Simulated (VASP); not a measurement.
# MnO (Fm-3m) in VASP: a series of runs

MnO is run at these levels: PBE, BLYP, LDA; tasks: single point, relaxation of cell and atoms.

Program: VASP 6.6.1. These are calculated values, not measurements. Logs are shortened: lines on timing, memory, paths and dates and some standing lists are left out, and cuts for length are marked.

## 1. The cell of the first run

It takes space group Fm-3m (No. 225, cubic). The conventional cell has a = 4.448 Å, b = 4.448 Å, c = 4.448 Å, α = 90.00°, β = 90.00°, γ = 90.00°. Mn (site symmetry m-3m) has 6 O at 2.22 Å within 2.9 Å. O (site symmetry m-3m) has 6 Mn at 2.22 Å within 2.9 Å.

## 2. Single point, PBE, collinear spin, ferromagnetic start

Input file INCAR:

```
ALGO = Normal
EDIFF = 1E-6
ENCUT = 520
GGA = PE
ISIF = 2
ISMEAR = -1
ISPIN = 2
LASPH = True
LCHARG = False
LMAXMIX = 4
LORBIT = 11
LREAL = False
LWAVE = False
MAGMOM = 4 0
NBANDS = 20
NELM = 150
PREC = Accurate
SIGMA = 0.05
```

Input file KPOINTS:

```
k-points
0
Gamma
  10 10 10
```

Input file POSCAR:

```
MnO
1.0
    0.0000000000      2.2241413111      2.2241413111
    2.2241413111      0.0000000000      2.2241413111
    2.2241413111      2.2241413111      0.0000000000
Mn O
1 1
Direct
    0.0000000000      0.0000000000      0.0000000000
    0.5000000000      0.5000000000      0.5000000000
```

Potentials or basis: VASP PAW PBE potentials, release 64 (Mn_pv, O).

On the command line:

```
$ cat potpaw_PBE.64/Mn_pv/POTCAR potpaw_PBE.64/O/POTCAR > POTCAR
$ mpirun -np 1 vasp_std > vasp.out
```

OUTCAR:

```text
EDIFF = 1E-6
   ENCUT = 520
   GGA = PE
   ISIF = 2
   ISMEAR = -1
   ISPIN = 2
   LASPH = True
   LORBIT = 11
   LREAL = False
   NELM = 150
   PREC = Accurate

 ion  position               nearest neighbor table
   1  0.000  0.000  0.000-   2 2.22   2 2.22   2 2.22   2 2.22   2 2.22   2 2.22
   2  0.500  0.500  0.500-   1 2.22   1 2.22   1 2.22   1 2.22   1 2.22   1 2.22

  LATTYP: Found a face centered cubic cell.
 ALAT       =     4.4482826222

  Lattice vectors:

 A1 = (   0.0000000000,   2.2241413111,   2.2241413111)
 A2 = (   2.2241413111,   0.0000000000,   2.2241413111)
 A3 = (   2.2241413111,   2.2241413111,   0.0000000000)

Analysis of symmetry for initial positions (statically):
=====================================================================
 Subroutine PRICEL returns:
 Original cell was already a primitive cell.

 Routine SETGRP: Setting up the symmetry group for a
 face centered cubic supercell.

 Subroutine GETGRP returns: Found 48 space group operations
 (whereof 48 operations were pure point group operations)
 out of a pool of 48 trial point group operations.

The static configuration has the point symmetry O_h .

Analysis of symmetry for dynamics (positions and initial velocities):
=====================================================================
 Subroutine PRICEL returns:
 Original cell was already a primitive cell.

 Routine SETGRP: Setting up the symmetry group for a
 face centered cubic supercell.

 Subroutine GETGRP returns: Found 48 space group operations
 (whereof 48 operations were pure point group operations)
 out of a pool of 48 trial point group operations.

The dynamic configuration has the point symmetry O_h .

Analysis of structural, dynamic, and magnetic symmetry:
=====================================================================
 Subroutine PRICEL returns:
 Original cell was already a primitive cell.

 Routine SETGRP: Setting up the symmetry group for a
 face centered cubic supercell.

 Subroutine GETGRP returns: Found 48 space group operations
 (whereof 48 operations were pure point group operations)
 out of a pool of 48 trial point group operations.

The overall configuration has the point symmetry O_h .

 Subroutine INISYM returns: Found 48 space group operations
 (whereof 48 operations are pure point group operations),
 and found     1 'primitive' translations

----------------------------------------------------------------------------------------

                                     Primitive cell

  volume of cell :      22.0048

  direct lattice vectors                    reciprocal lattice vectors
     0.000000000  2.224141311  2.224141311    -0.224805860  0.224805860  0.224805860
     2.224141311  0.000000000  2.224141311     0.224805860 -0.224805860  0.224805860
     2.224141311  2.224141311  0.000000000     0.224805860  0.224805860 -0.224805860

  length of vectors
     3.145410807  3.145410807  3.145410807     0.389375171  0.389375171  0.389375171

  position of ions in fractional coordinates (direct lattice)
     0.000000000  0.000000000  0.000000000
     0.500000000  0.500000000  0.500000000

  ion indices of the primitive-cell ions
   primitive index   ion index
                 1           1
                 2           2

----------------------------------------------------------------------------------------

 KPOINTS: k-points

Automatic generation of k-mesh.
 Grid dimensions read from file:
 generate k-points for:   10   10   10

 Generating k-lattice:

  Cartesian coordinates                     Fractional coordinates (reciprocal lattice)
    -0.022480586  0.022480586  0.022480586     0.100000000  0.000000000  0.000000000
     0.022480586 -0.022480586  0.022480586     0.000000000  0.100000000  0.000000000
     0.022480586  0.022480586 -0.022480586     0.000000000  0.000000000  0.100000000

  Length of vectors
     0.038937517  0.038937517  0.038937517

  Shift w.r.t. Gamma in fractional coordinates (k-lattice)
     0.000000000  0.000000000  0.000000000

 Subroutine IBZKPT returns following result:
 ===========================================

 Found     47 irreducible k-points:

 Following reciprocal coordinates:
            Coordinates               Weight
  0.000000  0.000000  0.000000      1.000000
  0.100000  0.000000  0.000000      8.000000
  0.200000  0.000000  0.000000      8.000000
  0.300000  0.000000  0.000000      8.000000
  0.400000  0.000000  0.000000      8.000000
  0.500000  0.000000  0.000000      4.000000
[... 16 lines left out ...]
  0.300000  0.300000  0.000000      6.000000
  0.400000  0.300000  0.000000     24.000000
 [... further k-points ...]
   k-points           NKPTS =     47   k-points in BZ     NKDIM =     47   number of bands    NBANDS=     20
   number of dos      NEDOS =    301   number of ions     NIONS =      2
   total plane-waves  NPLWV =  13824
   dimension x,y,z NGX =    24 NGY =   24 NGZ =   24
   dimension x,y,z NGXF=    48 NGYF=   48 NGZF=   48
   ions per type =               1   1
   NGX,Y,Z   is equivalent  to a cutoff of  12.68, 12.68, 12.68 a.u.
   NGXF,Y,Z  is equivalent  to a cutoff of  25.37, 25.37, 25.37 a.u.
 SYSTEM =  unknown system
   PREC   = accura    normal or accurate (medium, high low for compatibility)
   ISTART =      0    job   : 0-new  1-cont  2-samecut
   ICHARG =      2    charge: 1-file 2-atom 10-const
   ISPIN  =      2    spin polarized calculation?
   LNONCOLLINEAR =      F non collinear calculations
   LSORBIT =      F    spin-orbit coupling
   LASPH  =      T    aspherical Exc in radial PAW
   ENCUT  =  520.0 eV  38.22 Ry    6.18 a.u.   5.85  5.85  5.85*2*pi/ulx,y,z
   NELM   =    150;   NELMIN=  2; NELMDL= -5     # of ELM steps
   EDIFF  = 0.1E-05   stopping-criterion for ELM
   LREAL  =      F    real-space projection
   EDIFFG = 0.1E-04   stopping-criterion for IOM
   NSW    =      0    number of steps for IOM
   IBRION =     -1    ionic relax: 0-MD 1-quasi-New 2-CG
   NFREE  =      0    steps in history (QN), initial steepest desc. (CG)
   ISIF   =      2    stress and relaxation
   ISYM   =      2    0-nonsym 1-usesym 2-fastsym
   POTIM  = 0.5000    time-step for ionic-motion
   TEBEG  =    0.0;   TEEND  =   0.0 temperature during run
   PSTRESS=    0.0 pullay stress
   NELECT =      19.0000    total number of electrons
   NUPDOWN=      -1.0000    fix difference up-down
   EMIN   =  10.00;   EMAX   =-10.00  energy-range for DOS
   EFERMI =   0.00;   METHOD = LEGACY
   ISMEAR =    -1;   SIGMA  =   0.05  broadening in eV -4-tet -1-fermi 0-gaus
   EFERMI_NEDOS =   21; number of points for ismear=-14 and -15
   IALGO  =     38    algorithm
   IMIX   =      4    mixing-type and parameters
     AMIX     =   0.40;   BMIX     =  1.00
     AMIX_MAG =   1.60;   BMIX_MAG =  1.00
  volume/ion in A,a.u.               =      11.00        74.25
  Fermi-wavevector in a.u.,A,eV,Ry     =   1.558907  2.945908 33.064774  2.430192
  Thomas-Fermi vector in A             =   2.662343
   LORBIT       =     11    0 simple, 1 ext, 2 COOP (PROOUT), +10 PAW based schemes
   GGA     = PE    functional components
   LHFCALC =     F    Hartree Fock is set to
   AEXX    =    0.0000 exact exchange contribution
   IVDW    =     0    specifies the selected vdW correction
   LEPSILON=     F    determine dielectric tensor
   LRPA    =     F    only Hartree local field effects (RPA)
 spin polarized calculation
  energy-cutoff  :      520.00
  volume of cell :       22.00
 maximum number of plane-waves:       609
   NGX = 11   NGY = 11   NGZ = 11

 number of electron      18.9999991 magnetization       4.7927343

 Free energy of the ion-electron system (eV)
  ---------------------------------------------------
  ext. energy  EPLUGINS =         0.00000000
  ---------------------------------------------------
  free energy    TOTEN  =       -16.40625838 eV

  energy without entropy =      -16.39915544  energy(sigma->0) =      -16.40270691

 E-fermi :   7.5208     XC(G=0): -11.8510

 val. band max:        7.5078139322   @ k =   0.5000   0.1000   0.0000
 cond. band min:       7.5277859922   @ k =   0.4000   0.0000   0.0000
 fundamental gap:      0.0199720600
 Fermi energy:         7.5207992004

 spin component 1

 k-point     1 :       0.0000    0.0000    0.0000
  band No.  band energies     occupation
      1     -42.8523      1.00000
      2     -42.8523      1.00000
      3     -42.8523      1.00000
      4     -12.7312      1.00000
      5       3.7863      1.00000
      6       3.7863      1.00000
[... 12 lines left out ...]
     19      27.2003      0.00000
     20      27.2003      0.00000
[... 507 lines left out ...]
 k-point    24 :       0.4000    0.3000    0.0000
  band No.  band energies     occupation
      1     -42.8984      1.00000
      2     -42.8718      1.00000
      3     -42.8700      1.00000
      4     -11.9080      1.00000
      5       0.3759      1.00000
      6       2.2656      1.00000
[... 12 lines left out ...]
     19      32.1984      0.00000
     20      33.9651      0.00000

 [... further k-points ...]

 spin component 2

 k-point     1 :       0.0000    0.0000    0.0000
  band No.  band energies     occupation
      1     -38.1697      1.00000
      2     -38.1697      1.00000
      3     -38.1697      1.00000
      4     -12.2842      1.00000
      5       4.1780      1.00000
      6       4.1780      1.00000
[... 12 lines left out ...]
     19      29.5604      0.00000
     20      29.5605      0.00000
[... 507 lines left out ...]
 k-point    24 :       0.4000    0.3000    0.0000
  band No.  band energies     occupation
      1     -38.2280      1.00000
      2     -38.1940      1.00000
      3     -38.1917      1.00000
      4     -11.4795      1.00000
      5       1.1515      1.00000
      6       3.0461      1.00000
[... 12 lines left out ...]
     19      33.2174      0.00000
     20      34.9940      0.00000

 [... further k-points ...]

------------------------ aborting loop because EDIFF is reached ----------------------------------------

  FORCE on cell =-STRESS in cart. coord.  units (eV):
  Direction    XX          YY          ZZ          XY          YZ          ZX
  --------------------------------------------------------------------------------------
  -------------------------------------------------------------------------------------
  Total        0.0235035      0.0235035      0.0235035      0.0000000     -0.0000000     -0.0000000
  in kB        1.7113016      1.7113016      1.7113016      0.0000000     -0.0000000     -0.0000000
  external PRESSURE =       1.7113016 kB  Pullay stress =       0.0000000 kB

 VOLUME and BASIS-vectors are now :
 -----------------------------------------------------------------------------
  energy-cutoff  :      520.00
  volume of cell :       22.00
      direct lattice vectors                 reciprocal lattice vectors
     0.000000000  2.224141311  2.224141311    -0.224805860  0.224805860  0.224805860
     2.224141311  0.000000000  2.224141311     0.224805860 -0.224805860  0.224805860
     2.224141311  2.224141311  0.000000000     0.224805860  0.224805860 -0.224805860

 POSITION                                       TOTAL-FORCE (eV/Angst)
 -----------------------------------------------------------------------------------
      0.00000      0.00000      0.00000        -0.000000      0.000000      0.000000
      2.22414      2.22414      2.22414         0.000000     -0.000000      0.000000
 -----------------------------------------------------------------------------------
    total drift:                                0.000000     -0.000000     -0.000000

  FREE ENERGIE OF THE ION-ELECTRON SYSTEM (eV)
  ---------------------------------------------------
  free  energy   TOTEN  =       -16.4062583848 eV

  energy  without entropy=      -16.3991554360  energy(sigma->0) =      -16.40270691

 total charge

# of ion       s       p       d       tot
------------------------------------------
    1        0.202   6.176   4.974  11.352
    2        1.561   3.415   0.000   4.976
--------------------------------------------------
tot          1.763   9.591   4.974  16.328

 magnetization (x)

# of ion       s       p       d       tot
------------------------------------------
    1        0.034   0.026   4.288   4.348
    2        0.030   0.175   0.000   0.205
--------------------------------------------------
tot          0.064   0.201   4.288   4.553
```

It took 14 s on 1 thread of Intel Xeon 6975P-C (Granite Rapids), shared host; peak memory 0.16 GiB.

What came out:

```
Free energy                                           : -16.4063 eV
Pressure                                              : 0.2 GPa
Net moment                                            : 4.79 μB per cell
Site moments                                          : Mn +4.35; O +0.20 μB
Valence electrons inside the program's atomic spheres : Mn 11.35; O 4.98
```

Caveat: a cell with one magnetic atom can't hold antiferromagnetic order, which such compounds often take; semilocal functionals often make such compounds metallic where correlation or magnetic order opens a gap, which also shifts bond lengths. With open d or f shells a metallic result of PBE can be an artefact of self-interaction; +U or a hybrid may open a gap.

## 3. Single point, BLYP, collinear spin, ferromagnetic start

This run uses another cell than the first one, of 11.38 Å³/atom, 1.035 times its volume.

Input file INCAR:

```
AGGAC    = 1.0          
AGGAX    = 1.0          
ALDAC    = 0.0          
ALDAX    = 1.0          
ALGO     = Normal         # electronic algorithm
EDIFF    = 1E-6           # SCF threshold, eV
ENCUT    = 520            # plane-wave cutoff, eV
GGA      = B5             # functional
ISIF     = 2              # what is computed and relaxed
ISMEAR   = -1             # smearing method
ISPIN    = 2              # spin polarisation
LASPH    = True           # aspherical terms in the spheres
LCHARG   = False          # write CHGCAR
LMAXMIX  = 4              # l up to which the mixer works
LORBIT   = 11             # projections on sites
LREAL    = False          # projectors in reciprocal space
LWAVE    = False          # write WAVECAR
MAGMOM   = 4 0            # initial moments
NBANDS   = 20             # bands
NELM     = 150            # most SCF steps
PREC     = Accurate       # precision mode
SIGMA    = 0.05           # smearing width, eV
```

KPOINTS is that of step 2.

Input file POSCAR:

```
MnO
1.0
    0.0000000000      2.2496294667      2.2496294667
    2.2496294667      0.0000000000      2.2496294667
    2.2496294667      2.2496294667      0.0000000000
Mn O
1 1
Direct
    0.0000000000      0.0000000000      0.0000000000
    0.5000000000      0.5000000000      0.5000000000
```

Potentials or basis: VASP PAW PBE potentials, release 64 (Mn_pv, O).

On the command line:

```
$ cat potpaw_PBE.64/Mn_pv/POTCAR potpaw_PBE.64/O/POTCAR > POTCAR
$ mpirun -np 1 vasp_std > vasp.out
```

It took 18 s on 1 thread of Intel Xeon 6975P-C (Granite Rapids), shared host; peak memory 0.16 GiB.

It converged, with:

```yaml
Free_energy: -15.3020 eV
Pressure: 0.2 GPa
Net_moment: 4.80 μB per cell
Site_moments: Mn +4.34; O +0.23 μB
Valence_electrons_inside_the_program's_atomic_spheres: Mn 11.35; O 4.97
```

Levels at points of the mesh, in eV from the Fermi level:
Spin up:
| k point | band 8 | band 9 | band 10 | band 11 | band 12 | band 13 | band 14 | band 15 | band 16 | band 17 |
| --- | --- | --- | --- | --- | --- | --- | --- | --- | --- | --- |
| (0.00, 0.00, 0.00) | -3.01 | -3.01 | -3.01 | -2.52 | -2.52 | -0.17 | 14.81 | 16.53 | 16.53 | 16.53 |
| (0.50, 0.00, 0.00) | -2.20 | -2.20 | -1.79 | 0.18 | 0.18 | 4.02 | 7.69 | 12.03 | 12.03 | 18.63 |
| (0.50, 0.50, 0.00) | -3.87 | -2.14 | -1.96 | -1.96 | -1.85 | 5.08 | 8.06 | 10.87 | 13.62 | 13.62 |
Spin down:
| k point | band 5 | band 6 | band 7 | band 8 | band 9 | band 10 |
| --- | --- | --- | --- | --- | --- | --- |
| (0.00, 0.00, 0.00) | -3.14 | -3.14 | -3.14 | 0.68 | 0.68 | 0.68 |
| (0.50, 0.00, 0.00) | -6.99 | -4.59 | -4.59 | 1.81 | 1.81 | 1.81 |
| (0.50, 0.50, 0.00) | -6.03 | -4.07 | -4.07 | -0.72 | 1.82 | 1.99 |

Caveat: the PAW data sets were made with another functional, which shifts forces and pressure a little; a cell with one magnetic atom can't hold antiferromagnetic order, which such compounds often take; semilocal functionals often make such compounds metallic where correlation or magnetic order opens a gap, which also shifts bond lengths. With open d or f shells a metallic result of BLYP can be an artefact of self-interaction; +U or a hybrid may open a gap.

[end of part 1 of 2]
